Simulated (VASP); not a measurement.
# SnSe (rocksalt type) (Fm-3m) in VASP: further runs

The runs below take SnSe (rocksalt type) through single point, with r2SCAN.

Program: VASP 6.6.1. These are calculated values, not measurements. Logs are shortened: lines on timing, memory, paths and dates and some standing lists are left out, and cuts for length are marked.

**1. The cell of the first run**

It takes space group Fm-3m (No. 225, cubic). The conventional cell has a = 5.768 Å, b = 5.768 Å, c = 5.768 Å, α = 90.00°, β = 90.00°, γ = 90.00°. Sn (site symmetry m-3m) has 6 Se at 2.88 Å within 3.8 Å. Se (site symmetry m-3m) has 6 Sn at 2.88 Å within 3.8 Å.

**2. Single point, r2SCAN (23.99 Å³/atom)**

Contents of POSCAR:

```
SnSe
1.0
    0.0000000000      2.8839108286      2.8839108286
    2.8839108286      0.0000000000      2.8839108286
    2.8839108286      2.8839108286      0.0000000000
Sn Se
1 1
Direct
    0.0000000000      0.0000000000      0.0000000000
    0.5000000000      0.5000000000      0.5000000000
```

Contents of INCAR.step1:

```
PREC = Accurate
ENCUT = 520
ISMEAR = -1
SIGMA = 0.1
LREAL = F
LASPH = T
NELM = 60
NBANDS = 17
GGA = PE
ALGO = Normal
EDIFF = 1E-4
LWAVE = T
LCHARG = F
```

Contents of INCAR.step2:

```
PREC = Accurate
ENCUT = 520
EDIFF = 1E-6
ISMEAR = -1
SIGMA = 0.1
LREAL = F
LASPH = T
NELM = 60
ALGO = Normal
ISIF = 2
LWAVE = F
LCHARG = F
METAGGA = R2SCAN
LMIXTAU = T
NBANDS = 17
ISTART = 1
```

Contents of KPOINTS:

```
regular mesh
0
Gamma
  12 12 12
```

Potentials or basis: VASP PAW PBE potentials, release 64 (Sn_d, Se).

Launch:

```console
cat potpaw_PBE.64/Sn_d/POTCAR potpaw_PBE.64/Se/POTCAR > POTCAR
cp INCAR.step1 INCAR
mpirun -np 1 vasp_std > vasp.out
cp INCAR.step2 INCAR
mpirun -np 1 vasp_std > vasp.out
```

OUTCAR:

```text
PREC = Accurate
   ENCUT = 520
   EDIFF = 1E-6
   ISMEAR = -1
   LREAL = F
   LASPH = T
   NELM = 60
   ISIF = 2
   METAGGA = R2SCAN
   ISTART = 1

 ion  position               nearest neighbor table
   1  0.000  0.000  0.000-   2 2.88   2 2.88   2 2.88   2 2.88   2 2.88   2 2.88
   2  0.500  0.500  0.500-   1 2.88   1 2.88   1 2.88   1 2.88   1 2.88   1 2.88

  LATTYP: Found a face centered cubic cell.
 ALAT       =     5.7678216572

  Lattice vectors:

 A1 = (   0.0000000000,   2.8839108286,   2.8839108286)
 A2 = (   2.8839108286,   0.0000000000,   2.8839108286)
 A3 = (   2.8839108286,   2.8839108286,   0.0000000000)

Analysis of symmetry for initial positions (statically):
=====================================================================
 Subroutine PRICEL returns:
 Original cell was already a primitive cell.

 Routine SETGRP: Setting up the symmetry group for a
 face centered cubic supercell.

 Subroutine GETGRP returns: Found 48 space group operations
 (whereof 48 operations were pure point group operations)
 out of a pool of 48 trial point group operations.

The static configuration has the point symmetry O_h .

Analysis of symmetry for dynamics (positions and initial velocities):
=====================================================================
 Subroutine PRICEL returns:
 Original cell was already a primitive cell.

 Routine SETGRP: Setting up the symmetry group for a
 face centered cubic supercell.

 Subroutine GETGRP returns: Found 48 space group operations
 (whereof 48 operations were pure point group operations)
 out of a pool of 48 trial point group operations.

The dynamic configuration has the point symmetry O_h .

 Subroutine INISYM returns: Found 48 space group operations
 (whereof 48 operations are pure point group operations),
 and found     1 'primitive' translations

----------------------------------------------------------------------------------------

                                     Primitive cell

  volume of cell :      47.9706

  direct lattice vectors                    reciprocal lattice vectors
     0.000000000  2.883910829  2.883910829    -0.173375680  0.173375680  0.173375680
     2.883910829  0.000000000  2.883910829     0.173375680 -0.173375680  0.173375680
     2.883910829  2.883910829  0.000000000     0.173375680  0.173375680 -0.173375680

  length of vectors
     4.078465806  4.078465806  4.078465806     0.300295486  0.300295486  0.300295486

  position of ions in fractional coordinates (direct lattice)
     0.000000000  0.000000000  0.000000000
     0.500000000  0.500000000  0.500000000

  ion indices of the primitive-cell ions
   primitive index   ion index
                 1           1
                 2           2

----------------------------------------------------------------------------------------

 KPOINTS: regular mesh

Automatic generation of k-mesh.
 Grid dimensions read from file:
 generate k-points for:   12   12   12

 Generating k-lattice:

  Cartesian coordinates                     Fractional coordinates (reciprocal lattice)
    -0.014447973  0.014447973  0.014447973     0.083333333  0.000000000  0.000000000
     0.014447973 -0.014447973  0.014447973     0.000000000  0.083333333  0.000000000
     0.014447973  0.014447973 -0.014447973     0.000000000  0.000000000  0.083333333

  Length of vectors
     0.025024624  0.025024624  0.025024624

  Shift w.r.t. Gamma in fractional coordinates (k-lattice)
     0.000000000  0.000000000  0.000000000

 Subroutine IBZKPT returns following result:
 ===========================================

 Found     72 irreducible k-points:

 Following reciprocal coordinates:
            Coordinates               Weight
  0.000000  0.000000  0.000000      1.000000
  0.083333  0.000000  0.000000      8.000000
  0.166667  0.000000  0.000000      8.000000
  0.250000  0.000000  0.000000      8.000000
  0.333333  0.000000  0.000000      8.000000
  0.416667  0.000000  0.000000      8.000000
[... 16 lines left out ...]
  0.500000  0.166667  0.000000     24.000000
 -0.416667  0.166667  0.000000     24.000000
 [... further k-points ...]
   k-points           NKPTS =     72   k-points in BZ     NKDIM =     72   number of bands    NBANDS=     17
   number of dos      NEDOS =    301   number of ions     NIONS =      2
   total plane-waves  NPLWV =  27000
   dimension x,y,z NGX =    30 NGY =   30 NGZ =   30
   dimension x,y,z NGXF=    60 NGYF=   60 NGZF=   60
   ions per type =               1   1
   NGX,Y,Z   is equivalent  to a cutoff of  12.23, 12.23, 12.23 a.u.
   NGXF,Y,Z  is equivalent  to a cutoff of  24.46, 24.46, 24.46 a.u.
 SYSTEM =  unknown system
   PREC   = accura    normal or accurate (medium, high low for compatibility)
   ISTART =      1    job   : 0-new  1-cont  2-samecut
   ICHARG =      0    charge: 1-file 2-atom 10-const
   ISPIN  =      1    spin polarized calculation?
   LNONCOLLINEAR =      F non collinear calculations
   LSORBIT =      F    spin-orbit coupling
   LASPH  =      T    aspherical Exc in radial PAW
   ENCUT  =  520.0 eV  38.22 Ry    6.18 a.u.   7.58  7.58  7.58*2*pi/ulx,y,z
   NELM   =     60;   NELMIN=  2; NELMDL=  0     # of ELM steps
   EDIFF  = 0.1E-05   stopping-criterion for ELM
   LREAL  =      F    real-space projection
   EDIFFG = 0.1E-04   stopping-criterion for IOM
   NSW    =      0    number of steps for IOM
   IBRION =     -1    ionic relax: 0-MD 1-quasi-New 2-CG
   NFREE  =      0    steps in history (QN), initial steepest desc. (CG)
   ISIF   =      2    stress and relaxation
   ISYM   =      2    0-nonsym 1-usesym 2-fastsym
   POTIM  = 0.5000    time-step for ionic-motion
   TEBEG  =    0.0;   TEEND  =   0.0 temperature during run
   PSTRESS=    0.0 pullay stress
   NELECT =      20.0000    total number of electrons
   NUPDOWN=      -1.0000    fix difference up-down
   EMIN   =  10.00;   EMAX   =-10.00  energy-range for DOS
   EFERMI =   0.00;   METHOD = LEGACY
   ISMEAR =    -1;   SIGMA  =   0.10  broadening in eV -4-tet -1-fermi 0-gaus
   EFERMI_NEDOS =   21; number of points for ismear=-14 and -15
   IALGO  =     38    algorithm
   IMIX   =      4    mixing-type and parameters
     AMIX     =   0.40;   BMIX     =  1.00
     AMIX_MAG =   1.60;   BMIX_MAG =  1.00
  volume/ion in A,a.u.               =      23.99       161.86
  Fermi-wavevector in a.u.,A,eV,Ry     =   1.223000  2.311134 20.350617  1.495728
  Thomas-Fermi vector in A             =   2.358126
   LORBIT       =      0    0 simple, 1 ext, 2 COOP (PROOUT), +10 PAW based schemes
   METAGGA = R2SCAN    functional components
   LHFCALC =     F    Hartree Fock is set to
   AEXX    =    0.0000 exact exchange contribution
   IVDW    =     0    specifies the selected vdW correction
   LEPSILON=     F    determine dielectric tensor
   LRPA    =     F    only Hartree local field effects (RPA)
 non-spin polarized calculation
  energy-cutoff  :      520.00
  volume of cell :       47.97
 maximum number of plane-waves:      1308
   NGX = 15   NGY = 15   NGZ = 15

 number of electron      19.9999992 magnetization

 Free energy of the ion-electron system (eV)
  ---------------------------------------------------
  ext. energy  EPLUGINS =         0.00000000
  ---------------------------------------------------
  free energy    TOTEN  =       -39.70822284 eV

  energy without entropy =      -39.70287682  energy(sigma->0) =      -39.70554983

 E-fermi :   7.4757     XC(G=0): -10.8344

 val. band max:        7.2549124543   @ k =  -0.2500   0.1667   0.0000
 cond. band min:       7.6158167792   @ k =  -0.4167   0.0833   0.0000
 fundamental gap:      0.3609043249
 Fermi energy:         7.4757476456

 k-point     1 :       0.0000    0.0000    0.0000
  band No.  band energies     occupation
      1     -15.3122      2.00000
      2     -15.3122      2.00000
      3     -15.3016      2.00000
      4     -15.3016      2.00000
      5     -15.3016      2.00000
      6      -8.4749      2.00000
[... 9 lines left out ...]
     16      13.1006      0.00000
     17      15.5971      0.00000

 k-point     2 :       0.0833    0.0000    0.0000
  band No.  band energies     occupation
      1     -15.3130      2.00000
      2     -15.3130      2.00000
      3     -15.3013      2.00000
      4     -15.3004      2.00000
      5     -15.3004      2.00000
      6      -8.4106      2.00000
[... 9 lines left out ...]
     16      13.3176      0.00000
     17      16.2622      0.00000

 k-point     3 :       0.1667    0.0000    0.0000
  band No.  band energies     occupation
      1     -15.3156      2.00000
      2     -15.3156      2.00000
      3     -15.3007      2.00000
      4     -15.2968      2.00000
      5     -15.2968      2.00000
      6      -8.2242      2.00000
[... 9 lines left out ...]
     16      13.8327      0.00000
     17      17.8010      0.00000

 k-point     4 :       0.2500    0.0000    0.0000
  band No.  band energies     occupation
      1     -15.3196      2.00000
      2     -15.3195      2.00000
      3     -15.2999      2.00000
      4     -15.2915      2.00000
      5     -15.2914      2.00000
      6      -7.9386      2.00000
[... 9 lines left out ...]
     16      14.6240      0.00000
     17      19.6002      0.00000

 k-point     5 :       0.3333    0.0000    0.0000
  band No.  band energies     occupation
      1     -15.3237      2.00000
      2     -15.3237      2.00000
      3     -15.2991      2.00000
      4     -15.2859      2.00000
      5     -15.2859      2.00000
      6      -7.6032      2.00000
[... 9 lines left out ...]
     16      15.6734      0.00000
     17      20.5339      0.00000

 k-point     6 :       0.4167    0.0000    0.0000
  band No.  band energies     occupation
      1     -15.3268      2.00000
      2     -15.3268      2.00000
      3     -15.2986      2.00000
      4     -15.2818      2.00000
      5     -15.2817      2.00000
      6      -7.3101      2.00000
[... 9 lines left out ...]
     16      16.9205      0.00000
     17      19.2292      0.00000

 k-point     7 :       0.5000    0.0000    0.0000
  band No.  band energies     occupation
      1     -15.3279      2.00000
      2     -15.3279      2.00000
      3     -15.2984      2.00000
      4     -15.2802      2.00000
      5     -15.2802      2.00000
      6      -7.1883      2.00000
[... 9 lines left out ...]
     16      17.8737      0.00000
     17      18.2744      0.00000

 k-point     8 :       0.0833    0.0833    0.0000
  band No.  band energies     occupation
      1     -15.3151      2.00000
      2     -15.3113      2.00000
      3     -15.3024      2.00000
      4     -15.2996      2.00000
      5     -15.2996      2.00000
      6      -8.3889      2.00000
[... 9 lines left out ...]
     16      13.7753      0.00000
     17      15.7961      0.00000
[... 203 lines left out ...]
      1     -15.3241      2.00000
      2     -15.3089      2.00000
      3     -15.3046      2.00000
      4     -15.2941      2.00000
      5     -15.2941      2.00000
      6      -8.1374      2.00000
[... 9 lines left out ...]
     16      15.1676      0.00000
     17      16.0934      0.00000

 k-point    20 :       0.2500    0.1667    0.0000
  band No.  band energies     occupation
      1     -15.3303      2.00000
      2     -15.3091      2.00000
      3     -15.3050      2.00000
      4     -15.2906      2.00000
      5     -15.2895      2.00000
      6      -7.9217      2.00000
[... 9 lines left out ...]
     16      15.8253      0.00000
     17      17.0663      0.00000

 k-point    21 :       0.3333    0.1667    0.0000
  band No.  band energies     occupation
      1     -15.3356      2.00000
      2     -15.3120      2.00000
      3     -15.3036      2.00000
      4     -15.2874      2.00000
      5     -15.2840      2.00000
      6      -7.6273      2.00000
[... 9 lines left out ...]
     16      16.7108      0.00000
     17      18.7116      0.00000

 k-point    22 :       0.4167    0.1667    0.0000
  band No.  band energies     occupation
      1     -15.3388      2.00000
      2     -15.3161      2.00000
      3     -15.3006      2.00000
      4     -15.2852      2.00000
      5     -15.2799      2.00000
      6      -7.3165      2.00000
[... 9 lines left out ...]
     16      17.8410      0.00000
     17      19.2396      0.00000

 k-point    23 :       0.5000    0.1667    0.0000
  band No.  band energies     occupation
      1     -15.3391      2.00000
      2     -15.3200      2.00000
      3     -15.2972      2.00000
      4     -15.2843      2.00000
      5     -15.2785      2.00000
      6      -7.0901      2.00000
[... 9 lines left out ...]
     16      18.1144      0.00000
     17      18.7624      0.00000

 k-point    24 :      -0.4167    0.1667    0.0000
  band No.  band energies     occupation
      1     -15.3364      2.00000
      2     -15.3228      2.00000
      3     -15.2951      2.00000
      4     -15.2842      2.00000
      5     -15.2800      2.00000
      6      -7.0562      2.00000
[... 9 lines left out ...]
     16      16.7960      0.00000
     17      19.7187      0.00000

 [... further k-points ...]

------------------------ aborting loop because EDIFF is reached ----------------------------------------

  FORCE on cell =-STRESS in cart. coord.  units (eV):
  Direction    XX          YY          ZZ          XY          YZ          ZX
  --------------------------------------------------------------------------------------
  -------------------------------------------------------------------------------------
  Total        2.6709542      2.6709542      2.6709542      0.0000000     -0.0000000     -0.0000000
  in kB       89.2075357     89.2075357     89.2075357      0.0000000     -0.0000000     -0.0000000
  external PRESSURE =      89.2075357 kB  Pullay stress =       0.0000000 kB

 VOLUME and BASIS-vectors are now :
 -----------------------------------------------------------------------------
  energy-cutoff  :      520.00
  volume of cell :       47.97
      direct lattice vectors                 reciprocal lattice vectors
     0.000000000  2.883910829  2.883910829    -0.173375680  0.173375680  0.173375680
     2.883910829  0.000000000  2.883910829     0.173375680 -0.173375680  0.173375680
     2.883910829  2.883910829  0.000000000     0.173375680  0.173375680 -0.173375680

 POSITION                                       TOTAL-FORCE (eV/Angst)
 -----------------------------------------------------------------------------------
      0.00000      0.00000      0.00000         0.000000      0.000000      0.000000
      2.88391      2.88391      2.88391        -0.000000     -0.000000     -0.000000
 -----------------------------------------------------------------------------------
    total drift:                               -0.000000      0.000000      0.000000

  FREE ENERGIE OF THE ION-ELECTRON SYSTEM (eV)
  ---------------------------------------------------
  free  energy   TOTEN  =       -39.7082228419 eV

  energy  without entropy=      -39.7028768190  energy(sigma->0) =      -39.70554983
```

Run time: 75 s. Hardware: 1 thread of Intel Xeon 6975P-C (Granite Rapids), shared host; peak memory 0.21 GiB.

Results:

| Property | Result |
| --- | --- |
| Free energy | -39.7082 eV |
| Pressure | 8.9 GPa |
| Band gap on the k mesh | 0.36 eV (least direct gap 0.40 eV) |

Levels at points of the mesh, in eV from the valence-band top:
```
           k point  band 7  band 8  band 9  band 10  band 11  band 12  band 13  band 14
(0.00, 0.00, 0.00)   -4.75   -3.07   -3.07    -3.07     4.87     4.87     4.87     5.85
(0.50, 0.00, 0.00)   -9.36   -2.75   -2.75    -0.09     1.01     1.01     1.03     8.97
(0.50, 0.50, 0.00)   -6.94   -6.40   -4.79    -4.79     2.64     6.25     6.25     7.07
```

Caveat: the cell stands under pressure; semilocal functionals underestimate gaps, and a narrow one can read as zero; the PAW data sets were made with another functional, which shifts forces and pressure a little; spin-orbit coupling is left out, which moves the levels of the heavy elements. A k mesh can miss the band edges.

**3. Single point, r2SCAN (25.62 Å³/atom)**

This run uses another cell than the first one, of 25.62 Å³/atom.

Contents of POSCAR:

```
SnSe
1.0
    0.0000000000      2.9480186153      2.9480186153
    2.9480186153      0.0000000000      2.9480186153
    2.9480186153      2.9480186153      0.0000000000
Sn Se
1 1
Direct
    0.0000000000      0.0000000000      0.0000000000
    0.5000000000      0.5000000000      0.5000000000
```

Contents of INCAR.step1:

```
  PREC = Accurate
  ENCUT = 520
  ISMEAR = -1
  SIGMA = 0.1
  LREAL = False
  LASPH = True
  NELM = 100
  NBANDS = 17
  GGA = PE
  ALGO = Normal
  EDIFF = 1E-4
  LWAVE = True
  LCHARG = False
```

Contents of INCAR.step2:

```
  PREC = Accurate
  ENCUT = 520
  EDIFF = 1E-6
  ISMEAR = -1
  SIGMA = 0.1
  LREAL = False
  LASPH = True
  NELM = 100
  ALGO = Normal
  ISIF = 2
  LWAVE = False
  LCHARG = False
  METAGGA = R2SCAN
  LMIXTAU = True
  NBANDS = 17
  ISTART = 1
```

Contents of KPOINTS:

```
Automatic mesh
0
Gamma
  12 12 12
```

Potentials or basis: VASP PAW PBE potentials, release 64 (Sn_d, Se).

Launch:

```console
cat potpaw_PBE.64/Sn_d/POTCAR potpaw_PBE.64/Se/POTCAR > POTCAR
cp INCAR.step1 INCAR
mpirun -np 1 vasp_std > vasp.out
cp INCAR.step2 INCAR
mpirun -np 1 vasp_std > vasp.out
```

It took 57 s on 1 thread of Intel Xeon 6975P-C (Granite Rapids), shared host; peak memory 0.22 GiB.

Results (log left out):

- Free energy: -39.8361 eV
- Pressure: 3.8 GPa
- Band gap on the k mesh: 0.40 eV (least direct gap 0.48 eV)

Levels at points of the mesh, in eV from the valence-band top:
| k point | band 6 | band 7 | band 8 | band 9 | band 10 | band 11 | band 12 | band 13 | band 14 | band 15 |
| --- | --- | --- | --- | --- | --- | --- | --- | --- | --- | --- |
| (0.00, 0.00, 0.00) | -15.15 | -4.98 | -2.80 | -2.80 | -2.80 | 4.64 | 4.64 | 4.64 | 5.99 | 5.99 |
| (0.50, 0.00, 0.00) | -14.03 | -8.89 | -2.51 | -2.51 | 0.00 | 0.76 | 1.12 | 1.12 | 8.80 | 10.59 |
| (0.50, 0.50, 0.00) | -13.66 | -6.38 | -6.34 | -4.39 | -4.39 | 2.93 | 5.87 | 5.87 | 6.63 | 10.84 |

Caveat: the cell stands under pressure; semilocal functionals underestimate gaps, and a narrow one can read as zero; the PAW data sets were made with another functional, which shifts forces and pressure a little; spin-orbit coupling is left out, which moves the levels of the heavy elements.

[end of part 1 of 2]
